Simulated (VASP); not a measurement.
# Ir (I4/mmm) in VASP: notebook

The runs below take Ir through single point, with r2SCAN.

All numbers are computed with VASP 6.6.1; they aren't measurements. Logs are shortened: lines on timing, memory, paths and dates and some standing lists are left out, and cuts for length are marked.

## 1. The cell of the first run

The structure is tetragonal, space group I4/mmm (No. 139). The conventional cell has a = 2.718 Å, b = 2.718 Å, c = 3.460 Å, α = 90.00°, β = 90.00°, γ = 90.00°. Ir (site symmetry 4/mmm) has 14 Ir at 2.59 to 3.46 Å within 3.5 Å.

## 2. Single point, r2SCAN (strain -0.1000 x Voigt [0, 0, 1, 0, 0, 0])

File POSCAR:

```
Ir
1.0
    0.0000000000      1.9221147239      1.7299032515
    1.9221147239      0.0000000000      1.7299032515
    1.9221147239      1.9221147239      0.0000000000
Ir
1
Direct
    0.0000000000      0.0000000000      0.0000000000
```

File INCAR.step1:

```
  ALGO = Normal
  EDIFF = 1E-4
  ENCUT = 520
  GGA = PE
  ISMEAR = 0
  LASPH = True
  LCHARG = False
  LREAL = False
  LWAVE = True
  NBANDS = 10
  NELM = 80
  PREC = Accurate
  SIGMA = 0.15
```

File INCAR.step2:

```
  ALGO = Normal
  EDIFF = 1E-6
  ENCUT = 520
  ISIF = 2
  ISMEAR = 0
  ISTART = 1
  LASPH = True
  LCHARG = False
  LMIXTAU = True
  LREAL = False
  LWAVE = False
  METAGGA = R2SCAN
  NBANDS = 10
  NELM = 80
  PREC = Accurate
  SIGMA = 0.15
```

File KPOINTS:

```
k-points
0
Gamma
  26 26 26
```

Potentials or basis: VASP PAW PBE potentials, release 64 (Ir).

Started as:

```console
cat potpaw_PBE.64/Ir/POTCAR > POTCAR
cp INCAR.step1 INCAR
mpirun -np 1 vasp_std > vasp.out
cp INCAR.step2 INCAR
mpirun -np 1 vasp_std > vasp.out
```

OUTCAR:

```text
EDIFF = 1E-6
   ENCUT = 520
   ISIF = 2
   ISMEAR = 0
   ISTART = 1
   LASPH = True
   LREAL = False
   METAGGA = R2SCAN
   NELM = 80
   PREC = Accurate

 ion  position               nearest neighbor table
   1  0.000  0.000  0.000-

  LATTYP: Found a body centered tetragonal cell.
 ALAT       =     2.7182807110
 C/A-ratio  =     1.2727922061

  Lattice vectors:

 A1 = (   0.0000000000,  -1.9221147239,  -1.7299032515)
 A2 = (   0.0000000000,   1.9221147239,  -1.7299032515)
 A3 = (   1.9221147239,   0.0000000000,   1.7299032515)

Analysis of symmetry for initial positions (statically):
=====================================================================
 Subroutine PRICEL returns:
 Original cell was already a primitive cell.

 Routine SETGRP: Setting up the symmetry group for a
 body centered tetragonal supercell.

 Subroutine GETGRP returns: Found 16 space group operations
 (whereof 16 operations were pure point group operations)
 out of a pool of 16 trial point group operations.

The static configuration has the point symmetry D_4h.

Analysis of symmetry for dynamics (positions and initial velocities):
=====================================================================
 Subroutine PRICEL returns:
 Original cell was already a primitive cell.

 Routine SETGRP: Setting up the symmetry group for a
 body centered tetragonal supercell.

 Subroutine GETGRP returns: Found 16 space group operations
 (whereof 16 operations were pure point group operations)
 out of a pool of 16 trial point group operations.

The dynamic configuration has the point symmetry D_4h.

 Subroutine INISYM returns: Found 16 space group operations
 (whereof 16 operations are pure point group operations),
 and found     1 'primitive' translations

----------------------------------------------------------------------------------------

                                     Primitive cell

  volume of cell :      12.7823

  direct lattice vectors                    reciprocal lattice vectors
     0.000000000  1.922114724  1.729903251    -0.260130154  0.260130154  0.289033505
     1.922114724  0.000000000  1.729903251     0.260130154 -0.260130154  0.289033505
     1.922114724  1.922114724  0.000000000     0.260130154  0.260130154 -0.289033505

  length of vectors
     2.585940887  2.585940887  2.718280711     0.467841599  0.467841599  0.467841599

  position of ions in fractional coordinates (direct lattice)
     0.000000000  0.000000000  0.000000000

  ion indices of the primitive-cell ions
   primitive index   ion index
                 1           1

----------------------------------------------------------------------------------------

 KPOINTS: k-points

Automatic generation of k-mesh.
 Grid dimensions read from file:
 generate k-points for:   26   26   26

 Generating k-lattice:

  Cartesian coordinates                     Fractional coordinates (reciprocal lattice)
    -0.010005006  0.010005006  0.011116673     0.038461538  0.000000000  0.000000000
     0.010005006 -0.010005006  0.011116673     0.000000000  0.038461538  0.000000000
     0.010005006  0.010005006 -0.011116673    -0.000000000 -0.000000000  0.038461538

  Length of vectors
     0.017993908  0.017993908  0.017993908

  Shift w.r.t. Gamma in fractional coordinates (k-lattice)
     0.000000000  0.000000000  0.000000000

 Subroutine IBZKPT returns following result:
 ===========================================

 Found   1330 irreducible k-points:

 Following reciprocal coordinates:
            Coordinates               Weight
  0.000000  0.000000  0.000000      1.000000
  0.038462 -0.000000  0.000000      8.000000
  0.076923 -0.000000  0.000000      8.000000
  0.115385 -0.000000  0.000000      8.000000
  0.153846 -0.000000  0.000000      8.000000
  0.192308 -0.000000  0.000000      8.000000
[... 16 lines left out ...]
  0.346154  0.038462  0.000000      8.000000
  0.384615  0.038462  0.000000      8.000000
 [... further k-points ...]
   k-points           NKPTS =   1330   k-points in BZ     NKDIM =   1330   number of bands    NBANDS=     10
   number of dos      NEDOS =    301   number of ions     NIONS =      1
   total plane-waves  NPLWV =   8000
   dimension x,y,z NGX =    20 NGY =   20 NGZ =   20
   dimension x,y,z NGXF=    40 NGYF=   40 NGZF=   40
   ions per type =               1
   NGX,Y,Z   is equivalent  to a cutoff of  12.86, 12.86, 12.23 a.u.
   NGXF,Y,Z  is equivalent  to a cutoff of  25.72, 25.72, 24.46 a.u.
 SYSTEM =  unknown system
   PREC   = accura    normal or accurate (medium, high low for compatibility)
   ISTART =      1    job   : 0-new  1-cont  2-samecut
   ICHARG =      0    charge: 1-file 2-atom 10-const
   ISPIN  =      1    spin polarized calculation?
   LNONCOLLINEAR =      F non collinear calculations
   LSORBIT =      F    spin-orbit coupling
   LASPH  =      T    aspherical Exc in radial PAW
   ENCUT  =  520.0 eV  38.22 Ry    6.18 a.u.   4.81  4.81  5.05*2*pi/ulx,y,z
   NELM   =     80;   NELMIN=  2; NELMDL=  0     # of ELM steps
   EDIFF  = 0.1E-05   stopping-criterion for ELM
   LREAL  =      F    real-space projection
   EDIFFG = 0.1E-04   stopping-criterion for IOM
   NSW    =      0    number of steps for IOM
   IBRION =     -1    ionic relax: 0-MD 1-quasi-New 2-CG
   NFREE  =      0    steps in history (QN), initial steepest desc. (CG)
   ISIF   =      2    stress and relaxation
   ISYM   =      2    0-nonsym 1-usesym 2-fastsym
   POTIM  = 0.5000    time-step for ionic-motion
   TEBEG  =    0.0;   TEEND  =   0.0 temperature during run
   PSTRESS=    0.0 pullay stress
   NELECT =       9.0000    total number of electrons
   NUPDOWN=      -1.0000    fix difference up-down
   EMIN   =  10.00;   EMAX   =-10.00  energy-range for DOS
   EFERMI =   0.00;   METHOD = LEGACY
   ISMEAR =     0;   SIGMA  =   0.15  broadening in eV -4-tet -1-fermi 0-gaus
   EFERMI_NEDOS =   21; number of points for ismear=-14 and -15
   IALGO  =     38    algorithm
   IMIX   =      4    mixing-type and parameters
     AMIX     =   0.40;   BMIX     =  1.00
     AMIX_MAG =   1.60;   BMIX_MAG =  1.00
  volume/ion in A,a.u.               =      12.78        86.26
  Fermi-wavevector in a.u.,A,eV,Ry     =   1.456416  2.752228 28.859976  2.121148
  Thomas-Fermi vector in A             =   2.573337
   LORBIT       =      0    0 simple, 1 ext, 2 COOP (PROOUT), +10 PAW based schemes
   METAGGA = R2SCAN    functional components
   LHFCALC =     F    Hartree Fock is set to
   AEXX    =    0.0000 exact exchange contribution
   IVDW    =     0    specifies the selected vdW correction
   LEPSILON=     F    determine dielectric tensor
   LRPA    =     F    only Hartree local field effects (RPA)
 non-spin polarized calculation
 Gauss-broadening in eV      SIGMA  =   0.15
  energy-cutoff  :      520.00
  volume of cell :       12.78
 maximum number of plane-waves:       357
   NGX =  9   NGY =  9   NGZ =  9

 number of electron       8.9999999 magnetization

 Free energy of the ion-electron system (eV)
  ---------------------------------------------------
  ext. energy  EPLUGINS =         0.00000000
  ---------------------------------------------------
  free energy    TOTEN  =       -51.99475160 eV

  energy without entropy =      -51.98705577  energy(sigma->0) =      -51.99090368

 E-fermi :  11.9986     XC(G=0): -16.0329

 val. band max:       11.9963508957   @ k =  -0.1154   0.1923   0.1538
 cond. band min:      11.9995739645   @ k =  -0.3462   0.0385   0.2692
 fundamental gap:      0.0032230688
 Fermi energy:        11.9985773474

 k-point     1 :       0.0000    0.0000    0.0000
  band No.  band energies     occupation
      1      -0.6451      2.00000
      2       6.9723      2.00000
      3       6.9723      2.00000
      4       8.4577      2.00000
      5       9.4698      2.00000
      6      11.4285      2.00000
      7      27.1058      0.00000
      8      32.0703      0.00000
      9      32.0703      0.00000
     10      36.4558      0.00000

 k-point     2 :       0.0385   -0.0000    0.0000
  band No.  band energies     occupation
      1      -0.5673      2.00000
      2       6.9656      2.00000
      3       7.0059      2.00000
      4       8.4504      2.00000
      5       9.4592      2.00000
      6      11.3935      2.00000
      7      27.2443      0.00000
      8      31.9754      0.00000
      9      32.1959      0.00000
     10      36.1279      0.00000

 k-point     3 :       0.0769   -0.0000    0.0000
  band No.  band energies     occupation
      1      -0.3384      2.00000
      2       6.9371      2.00000
      3       7.0962      2.00000
      4       8.4429      2.00000
      5       9.4406      2.00000
      6      11.2970      2.00000
      7      27.6416      0.00000
      8      31.6053      0.00000
      9      32.5679      0.00000
     10      35.7745      0.00000

 k-point     4 :       0.1154   -0.0000    0.0000
  band No.  band energies     occupation
      1       0.0281      2.00000
      2       6.8725      2.00000
      3       7.2096      2.00000
      4       8.4657      2.00000
      5       9.4540      2.00000
      6      11.1636      2.00000
      7      28.2369      0.00000
      8      30.8988      0.00000
      9      33.1720      0.00000
     10      35.9065      0.00000

 k-point     5 :       0.1538   -0.0000    0.0000
  band No.  band energies     occupation
      1       0.5060      2.00000
      2       6.7795      2.00000
      3       7.2912      2.00000
      4       8.5323      2.00000
      5       9.5626      2.00000
      6      11.0325      2.00000
      7      28.8605      0.00000
      8      30.0602      0.00000
      9      33.9863      0.00000
     10      36.4923      0.00000

 k-point     6 :       0.1923   -0.0000    0.0000
  band No.  band energies     occupation
      1       1.0512      2.00000
      2       6.7071      2.00000
      3       7.2905      2.00000
      4       8.6173      2.00000
      5       9.8240      2.00000
      6      10.9548      2.00000
      7      28.6461      0.00000
      8      29.9413      0.00000
      9      34.9822      0.00000
     10      37.3508      0.00000
[... 183 lines left out ...]
 k-point    21 :       0.2692    0.0385    0.0000
  band No.  band energies     occupation
      1       2.0277      2.00000
      2       6.8295      2.00000
      3       7.1546      2.00000
      4       8.6482      2.00000
      5      10.8160      2.00000
      6      10.9400      2.00000
      7      26.8959      0.00000
      8      30.2635      0.00000
      9      36.3537      0.00000
     10      38.2185      0.00000

 k-point    22 :       0.3077    0.0385    0.0000
  band No.  band energies     occupation
      1       2.3676      2.00000
      2       6.9912      2.00000
      3       7.2049      2.00000
      4       8.6052      2.00000
      5      11.1137      2.00000
      6      11.5513      1.99998
      7      25.8576      0.00000
      8      29.6283      0.00000
      9      36.7133      0.00000
     10      38.7769      0.00000

 k-point    23 :       0.3462    0.0385    0.0000
  band No.  band energies     occupation
      1       2.5372      2.00000
      2       6.8217      2.00000
      3       7.8396      2.00000
      4       8.4967      2.00000
      5      11.5418      1.99998
      6      12.1862      0.07694
      7      24.7648      0.00000
      8      28.6895      0.00000
      9      35.7978      0.00000
     10      38.2166      0.00000

 k-point    24 :       0.3846    0.0385    0.0000
  band No.  band energies     occupation
      1       2.5824      2.00000
      2       6.6671      2.00000
      3       8.3179      2.00000
      4       8.6966      2.00000
      5      12.0320      0.75295
      6      12.7833      0.00000
      7      23.5960      0.00000
      8      27.7998      0.00000
      9      34.6366      0.00000
     10      37.0271      0.00000

 [... further k-points ...]

------------------------ aborting loop because EDIFF is reached ----------------------------------------

  FORCE on cell =-STRESS in cart. coord.  units (eV):
  Direction    XX          YY          ZZ          XY          YZ          ZX
  --------------------------------------------------------------------------------------
  -------------------------------------------------------------------------------------
  Total        3.4423420      3.4423420      7.2208877      0.0000000     -0.0000000     -0.0000000
  in kB      431.4735475    431.4735475    905.0878861      0.0000000     -0.0000000     -0.0000000
  external PRESSURE =     589.3449937 kB  Pullay stress =       0.0000000 kB

 VOLUME and BASIS-vectors are now :
 -----------------------------------------------------------------------------
  energy-cutoff  :      520.00
  volume of cell :       12.78
      direct lattice vectors                 reciprocal lattice vectors
     0.000000000  1.922114724  1.729903251    -0.260130154  0.260130154  0.289033505
     1.922114724  0.000000000  1.729903251     0.260130154 -0.260130154  0.289033505
     1.922114724  1.922114724  0.000000000     0.260130154  0.260130154 -0.289033505

 POSITION                                       TOTAL-FORCE (eV/Angst)
 -----------------------------------------------------------------------------------
      0.00000      0.00000      0.00000         0.000000     -0.000000      0.000000
 -----------------------------------------------------------------------------------
    total drift:                                0.000000      0.000000      0.000000

  FREE ENERGIE OF THE ION-ELECTRON SYSTEM (eV)
  ---------------------------------------------------
  free  energy   TOTEN  =       -51.9947516018 eV

  energy  without entropy=      -51.9870557660  energy(sigma->0) =      -51.99090368
```

Run time: 9 min. Hardware: 1 thread of Intel Xeon Platinum 8259CL at 2.50GHz (Skylake/Cascade Lake), shared host; peak memory 0.29 GiB.

Results:

```yaml
Free_energy: -51.9948 eV
Pressure: 58.9 GPa
Band_gap_on_the_k_mesh: zero (an odd number of electrons rules out a gap without spin polarisation)
```

Caveat: the cell differs from its parent crystal (strain -0.1000 x Voigt [0, 0, 1, 0, 0, 0]); the stress differs along the axes, from 43 to 91 GPa; the PAW data sets were made with another functional, which shifts forces and pressure a little; spin-orbit coupling is left out, which moves the levels of the heavy elements.

(Continued in part 2 of 2.)
